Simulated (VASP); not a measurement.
A run of VASP 6.6.1 is set up as follows.

INCAR

```
SYSTEM = Ag
PREC     = Accurate       ! precision mode
ENCUT    = 520            ! plane-wave cutoff, eV
EDIFF    = 1E-7           ! SCF threshold, eV
ISMEAR   = 0              ! smearing method
SIGMA    = 0.15           ! smearing width, eV
LREAL    = .False.        ! projectors in reciprocal space
LASPH    = .True.         ! aspherical terms in the spheres
NELM     = 80             ! most SCF steps
ALGO     = Fast           ! electronic algorithm
ISIF     = 2              ! what is computed and relaxed
LWAVE    = .False.        ! write WAVECAR
LCHARG   = .False.        ! write CHGCAR
GGA      = PE             ! functional
NBANDS   = 12             ! bands
```

Contents of KPOINTS:

```
regular mesh
0
Gamma
  20 20 20
  0 0 0
```

POSCAR

```
Ag
1.0
    0.0000000000      2.3111547200      2.0431000000
    2.3111547200      0.0000000000      2.0431000000
    2.3111547200      2.3111547200      0.0000000000
Ag
1
Direct
    0.0000000000      0.0000000000      0.0000000000
```

Potentials or basis: VASP PAW PBE potentials, release 64 (Ag).

Launch:

```bash
$ cat potpaw_PBE.64/Ag/POTCAR > POTCAR
$ mpirun -np 1 vasp_std > vasp.out
```

Q: Predict the pressure.

A: -10.0 GPa.

Stress tensor (GPa, compression positive):
```
-10.31   0.00   0.00
  0.00 -10.31   0.00
  0.00   0.00  -9.44
```

Caveat: the cell differs from its parent crystal (strain +0.1312 x Voigt [1, 1, 0, 0, 0, 0]).
